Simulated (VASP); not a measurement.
# Si3N4 (I-43d) in VASP: further runs

Runs on Si3N4. Level: r2SCAN. Tasks: single point.

Program: VASP 6.6.1. These are calculated values, not measurements. Logs are shortened: lines on timing, memory, paths and dates and some standing lists are left out, and cuts for length are marked.

## 1. The cell of the first run

Symmetry: I-43d, No. 220, cubic system. The conventional cell has a = 6.311 Å, b = 6.311 Å, c = 6.311 Å, α = 90.00°, β = 90.00°, γ = 90.00°. Within 2.3 Å of Si (site symmetry -4) lie 4 N at 1.71 Å. N (site symmetry 3) has 3 Si at 1.71 Å within 2.3 Å.

## 2. Single point, r2SCAN

POSCAR reads:

```
Si3N4
1.0
   -3.1553441600      3.1553441600      3.1553441600
    3.1553441600     -3.1553441600      3.1553441600
    3.1553441600      3.1553441600     -3.1553441600
Si N
6 8
Direct
    0.2500000000      0.1250000000      0.8750000000
    0.8750000000      0.2500000000      0.1250000000
    0.7500000000      0.3750000000      0.6250000000
    0.6250000000      0.7500000000      0.3750000000
    0.1250000000      0.8750000000      0.2500000000
    0.3750000000      0.6250000000      0.7500000000
    0.5571263333      0.5571263333      0.5571263333
    0.4428736667      0.5000000000      0.0000000000
    0.5000000000      0.0000000000      0.9428736667
    0.0000000000      0.4428736667      0.5000000000
    0.9428736667      0.5000000000      0.0000000000
    0.0571263333      0.0571263333      0.0571263333
    0.0000000000      0.9428736667      0.5000000000
    0.5000000000      0.0000000000      0.4428736667
```

INCAR.step1 reads:

```
SYSTEM = Si3N4
  PREC = Accurate
  ENCUT = 520
  ISMEAR = -1
  SIGMA = 0.02
  LREAL = .FALSE.
  LASPH = .TRUE.
  NELM = 80
  NBANDS = 45
  GGA = PE
  ALGO = Normal
  EDIFF = 1E-4
  LWAVE = .TRUE.
  LCHARG = .FALSE.
```

INCAR.step2 reads:

```
SYSTEM = Si3N4
  PREC = Accurate
  ENCUT = 520
  EDIFF = 1E-7
  ISMEAR = -1
  SIGMA = 0.02
  LREAL = .FALSE.
  LASPH = .TRUE.
  NELM = 80
  ALGO = Normal
  ISIF = 2
  LWAVE = .FALSE.
  LCHARG = .TRUE.
  METAGGA = R2SCAN
  LMIXTAU = .TRUE.
  LELF = .TRUE.
  LVHAR = .TRUE.
  NBANDS = 45
  ISTART = 1
```

KPOINTS reads:

```
regular mesh
0
G
  6 6 6
  0 0 0
```

Potentials or basis: VASP PAW PBE potentials, release 64 (Si, N).

Command:

```
cat potpaw_PBE.64/Si/POTCAR potpaw_PBE.64/N/POTCAR > POTCAR
cp INCAR.step1 INCAR
mpirun -np 1 vasp_std > vasp.out
cp INCAR.step2 INCAR
mpirun -np 1 vasp_std > vasp.out
```

OUTCAR:

```text
SYSTEM = Si3N4
   PREC = Accurate
   ENCUT = 520
   EDIFF = 1E-7
   ISMEAR = -1
   LREAL = .FALSE.
   LASPH = .TRUE.
   NELM = 80
   ISIF = 2
   METAGGA = R2SCAN
   ISTART = 1

 ion  position               nearest neighbor table
   1  0.250  0.125  0.875-   8 1.71   9 1.71  12 1.71  13 1.71   6 2.95   2 2.95   4 2.95   2 2.95
                             5 2.95   4 2.95   6 2.95   5 2.95
   2  0.875  0.250  0.125-   9 1.71  10 1.71  12 1.71  11 1.71   1 2.95   3 2.95   6 2.95   3 2.95
                             1 2.95   5 2.95   5 2.95   6 2.95
   3  0.750  0.375  0.625-   7 1.71  11 1.71  14 1.71  10 1.71   2 2.95   4 2.95   5 2.95   2 2.95
                             4 2.95   6 2.95   6 2.95   5 2.95
   4  0.625  0.750  0.375-   7 1.71   8 1.71  13 1.71  14 1.71   6 2.95   1 2.95   3 2.95   3 2.95
                             5 2.95   1 2.95   6 2.95   5 2.95
   5  0.125  0.875  0.250-  11 1.71  12 1.71  14 1.71  13 1.71   1 2.95   3 2.95   4 2.95   2 2.95
                             4 2.95   2 2.95   1 2.95   3 2.95
   6  0.375  0.625  0.750-   7 1.71   9 1.71  10 1.71   8 1.71   4 2.95   1 2.95   2 2.95   3 2.95
                             2 2.95   4 2.95   3 2.95   1 2.95
   7  0.557  0.557  0.557-   3 1.71   4 1.71   6 1.71
   8  0.443  0.500  0.000-   1 1.71   4 1.71   6 1.71
   9  0.500  0.000  0.943-   1 1.71   2 1.71   6 1.71
  10  0.000  0.443  0.500-   2 1.71   6 1.71   3 1.71
  11  0.943  0.500  0.000-   3 1.71   5 1.71   2 1.71
  12  0.057  0.057  0.057-   1 1.71   2 1.71   5 1.71
  13  0.000  0.943  0.500-   1 1.71   4 1.71   5 1.71
  14  0.500  0.000  0.443-   3 1.71   4 1.71   5 1.71

  LATTYP: Found a body centered cubic cell.
 ALAT       =     6.3106883200

  Lattice vectors:

 A1 = (  -3.1553441600,   3.1553441600,   3.1553441600)
 A2 = (   3.1553441600,  -3.1553441600,   3.1553441600)
 A3 = (   3.1553441600,   3.1553441600,  -3.1553441600)

Analysis of symmetry for initial positions (statically):
=====================================================================
 Subroutine PRICEL returns:
 Original cell was already a primitive cell.

 Routine SETGRP: Setting up the symmetry group for a
 body centered cubic supercell.

 Subroutine GETGRP returns: Found 24 space group operations
 (whereof  3 operations were pure point group operations)
 out of a pool of 48 trial point group operations.

The static configuration has the point symmetry C_3 .
 The point group associated with its full space group is T_d .

Analysis of symmetry for dynamics (positions and initial velocities):
=====================================================================
 Subroutine PRICEL returns:
 Original cell was already a primitive cell.

 Routine SETGRP: Setting up the symmetry group for a
 body centered cubic supercell.

 Subroutine GETGRP returns: Found 24 space group operations
 (whereof  3 operations were pure point group operations)
 out of a pool of 48 trial point group operations.

The dynamic configuration has the point symmetry C_3 .
 The point group associated with its full space group is T_d .

 Subroutine INISYM returns: Found 24 space group operations
 (whereof  3 operations are pure point group operations),
 and found     1 'primitive' translations

----------------------------------------------------------------------------------------

                                     Primitive cell

  volume of cell :     125.6609

  direct lattice vectors                    reciprocal lattice vectors
    -3.155344160  3.155344160  3.155344160     0.000000000  0.158461320  0.158461320
     3.155344160 -3.155344160  3.155344160     0.158461320  0.000000000  0.158461320
     3.155344160  3.155344160 -3.155344160     0.158461320  0.158461320  0.000000000

  length of vectors
     5.465216400  5.465216400  5.465216400     0.224098148  0.224098148  0.224098148

  position of ions in fractional coordinates (direct lattice)
     0.250000000  0.125000000  0.875000000
     0.875000000  0.250000000  0.125000000
     0.750000000  0.375000000  0.625000000
     0.625000000  0.750000000  0.375000000
     0.125000000  0.875000000  0.250000000
     0.375000000  0.625000000  0.750000000
     0.557126333  0.557126333  0.557126333
     0.442873667  0.500000000  0.000000000
     0.500000000  0.000000000  0.942873667
     0.000000000  0.442873667  0.500000000
     0.942873667  0.500000000  0.000000000
     0.057126333  0.057126333  0.057126333
     0.000000000  0.942873667  0.500000000
[... 33 lines left out ...]

  Length of vectors
     0.037349691  0.037349691  0.037349691

  Shift w.r.t. Gamma in fractional coordinates (k-lattice)
     0.000000000  0.000000000  0.000000000

 Subroutine IBZKPT returns following result:
 ===========================================

 Found     16 irreducible k-points:

 Following reciprocal coordinates:
            Coordinates               Weight
  0.000000  0.000000  0.000000      1.000000
  0.166667  0.000000  0.000000     12.000000
  0.333333  0.000000  0.000000     12.000000
  0.500000  0.000000  0.000000      6.000000
  0.166667  0.166667  0.000000     24.000000
  0.333333  0.166667  0.000000     48.000000
[... 8 lines left out ...]
  0.500000  0.500000  0.333333     12.000000
  0.500000  0.500000  0.500000      1.000000
   k-points           NKPTS =     16   k-points in BZ     NKDIM =     16   number of bands    NBANDS=     45
   number of dos      NEDOS =    301   number of ions     NIONS =     14
   total plane-waves  NPLWV =  74088
   dimension x,y,z NGX =    42 NGY =   42 NGZ =   42
   dimension x,y,z NGXF=    84 NGYF=   84 NGZF=   84
   ions per type =               6   8
   NGX,Y,Z   is equivalent  to a cutoff of  12.78, 12.78, 12.78 a.u.
   NGXF,Y,Z  is equivalent  to a cutoff of  25.55, 25.55, 25.55 a.u.
 SYSTEM =  Si3N4
   PREC   = accura    normal or accurate (medium, high low for compatibility)
   ISTART =      1    job   : 0-new  1-cont  2-samecut
   ICHARG =      0    charge: 1-file 2-atom 10-const
   ISPIN  =      1    spin polarized calculation?
   LNONCOLLINEAR =      F non collinear calculations
   LSORBIT =      F    spin-orbit coupling
   LASPH  =      T    aspherical Exc in radial PAW
   ENCUT  =  520.0 eV  38.22 Ry    6.18 a.u.  10.16 10.16 10.16*2*pi/ulx,y,z
   NELM   =     80;   NELMIN=  2; NELMDL=  0     # of ELM steps
   EDIFF  = 0.1E-06   stopping-criterion for ELM
   LREAL  =      F    real-space projection
   EDIFFG = 0.1E-05   stopping-criterion for IOM
   NSW    =      0    number of steps for IOM
   IBRION =     -1    ionic relax: 0-MD 1-quasi-New 2-CG
   NFREE  =      0    steps in history (QN), initial steepest desc. (CG)
   ISIF   =      2    stress and relaxation
   ISYM   =      2    0-nonsym 1-usesym 2-fastsym
   POTIM  = 0.5000    time-step for ionic-motion
   TEBEG  =    0.0;   TEEND  =   0.0 temperature during run
   PSTRESS=    0.0 pullay stress
   NELECT =      64.0000    total number of electrons
   NUPDOWN=      -1.0000    fix difference up-down
   EMIN   =  10.00;   EMAX   =-10.00  energy-range for DOS
   EFERMI =   0.00;   METHOD = LEGACY
   ISMEAR =    -1;   SIGMA  =   0.02  broadening in eV -4-tet -1-fermi 0-gaus
   EFERMI_NEDOS =   21; number of points for ismear=-14 and -15
   IALGO  =     38    algorithm
   IMIX   =      4    mixing-type and parameters
     AMIX     =   0.40;   BMIX     =  1.00
     AMIX_MAG =   1.60;   BMIX_MAG =  1.00
  volume/ion in A,a.u.               =       8.98        60.57
  Fermi-wavevector in a.u.,A,eV,Ry     =   1.307379  2.470588 23.255611  1.709239
  Thomas-Fermi vector in A             =   2.438117
   LORBIT       =      0    0 simple, 1 ext, 2 COOP (PROOUT), +10 PAW based schemes
   METAGGA = R2SCAN    functional components
   LHFCALC =     F    Hartree Fock is set to
   AEXX    =    0.0000 exact exchange contribution
   IVDW    =     0    specifies the selected vdW correction
   LEPSILON=     F    determine dielectric tensor
   LRPA    =     F    only Hartree local field effects (RPA)
 non-spin polarized calculation
  energy-cutoff  :      520.00
  volume of cell :      125.66
 maximum number of plane-waves:      3398
 NGX is ok and might be reduce to    42
   NGX = 21   NGY = 21   NGZ = 21

 number of electron      64.0000011 magnetization

 Free energy of the ion-electron system (eV)
  ---------------------------------------------------
  ext. energy  EPLUGINS =         0.00000000
  ---------------------------------------------------
  free energy    TOTEN  =      -142.30548302 eV

  energy without entropy =     -142.30548302  energy(sigma->0) =     -142.30548302

 E-fermi :   8.8484     XC(G=0): -12.3082

 val. band max:        8.3612760335   @ k =   0.3333   0.3333   0.0000
 cond. band min:      13.2425968895   @ k =  -0.1667   0.1667   0.1667
 fundamental gap:      4.8813208560
 Fermi energy:         8.8483677677

 k-point     1 :       0.0000    0.0000    0.0000
  band No.  band energies     occupation
      1     -11.3024      2.00000
      2      -8.1241      2.00000
      3      -8.1241      2.00000
      4      -8.1241      2.00000
      5      -7.6294      2.00000
      6      -7.6294      2.00000
[... 741 lines left out ...]
     43      18.5247      0.00000
     44      18.5247      0.00000
 [bands above 44 left out]

------------------------ aborting loop because EDIFF is reached ----------------------------------------

  FORCE on cell =-STRESS in cart. coord.  units (eV):
  Direction    XX          YY          ZZ          XY          YZ          ZX
  --------------------------------------------------------------------------------------
  -------------------------------------------------------------------------------------
  Total       14.7814184     14.7814184     14.7814184      0.0000000      0.0000000     -0.0000000
  in kB      188.4631709    188.4631709    188.4631709      0.0000000      0.0000000     -0.0000000
  external PRESSURE =     188.4631709 kB  Pullay stress =       0.0000000 kB

 VOLUME and BASIS-vectors are now :
 -----------------------------------------------------------------------------
  energy-cutoff  :      520.00
  volume of cell :      125.66
      direct lattice vectors                 reciprocal lattice vectors
    -3.155344160  3.155344160  3.155344160     0.000000000  0.158461320  0.158461320
     3.155344160 -3.155344160  3.155344160     0.158461320  0.000000000  0.158461320
     3.155344160  3.155344160 -3.155344160     0.158461320  0.158461320  0.000000000

 POSITION                                       TOTAL-FORCE (eV/Angst)
 -----------------------------------------------------------------------------------
      2.36651      3.15534     -1.57767        -0.000000     -0.000000     -0.000000
     -1.57767      2.36651      3.15534        -0.000000     -0.000000     -0.000000
      0.78884      3.15534      1.57767        -0.000000     -0.000000     -0.000000
      1.57767      0.78884      3.15534        -0.000000     -0.000000     -0.000000
      3.15534     -1.57767      2.36651        -0.000000     -0.000000     -0.000000
      3.15534      1.57767      0.78884        -0.000000     -0.000000     -0.000000
      1.75793      1.75793      1.75793         0.002232      0.002232      0.002232
      0.18025     -0.18025      2.97509         0.002232     -0.002232     -0.002232
      1.39742      4.55276     -1.39742        -0.002232     -0.002232      0.002232
      2.97509      0.18025     -0.18025        -0.002232      0.002232     -0.002232
     -1.39742      1.39742      4.55276         0.002232     -0.002232     -0.002232
      0.18025      0.18025      0.18025         0.002232      0.002232      0.002232
      4.55276     -1.39742      1.39742        -0.002232      0.002232     -0.002232
     -0.18025      2.97509      0.18025        -0.002232     -0.002232      0.002232
 -----------------------------------------------------------------------------------
    total drift:                               -0.000009     -0.000009     -0.000009

  FREE ENERGIE OF THE ION-ELECTRON SYSTEM (eV)
  ---------------------------------------------------
  free  energy   TOTEN  =      -142.3054830165 eV

  energy  without entropy=     -142.3054830165  energy(sigma->0) =     -142.30548302
```

Run time: 4.1 min. Hardware: 1 thread of Intel Xeon 6975P-C (Granite Rapids), shared host; peak memory 0.3 GiB.

Results:

```yaml
Free_energy: -142.3055 eV
Pressure: 18.8 GPa
Largest_force: 0.004 eV/Å
Band_gap_on_the_k_mesh: 4.88 eV (least direct gap 5.11 eV)
```

Forces on the atoms (eV/Å):
```
Si   0.000  0.000  0.000
Si   0.000  0.000  0.000
Si   0.000  0.000  0.000
Si   0.000  0.000  0.000
Si   0.000  0.000  0.000
Si   0.000  0.000  0.000
N    0.002  0.002  0.002
N    0.002 -0.002 -0.002
N   -0.002 -0.002  0.002
N   -0.002  0.002 -0.002
N    0.002 -0.002 -0.002
N    0.002  0.002  0.002
N   -0.002  0.002 -0.002
N   -0.002 -0.002  0.002
```

Caveat: the cell stands under pressure; the PAW data sets were made with another functional, which shifts forces and pressure a little. r2SCAN opens gaps a little over a GGA but as a rule still falls short of measured ones.

(Continued in part 2 of 2.)
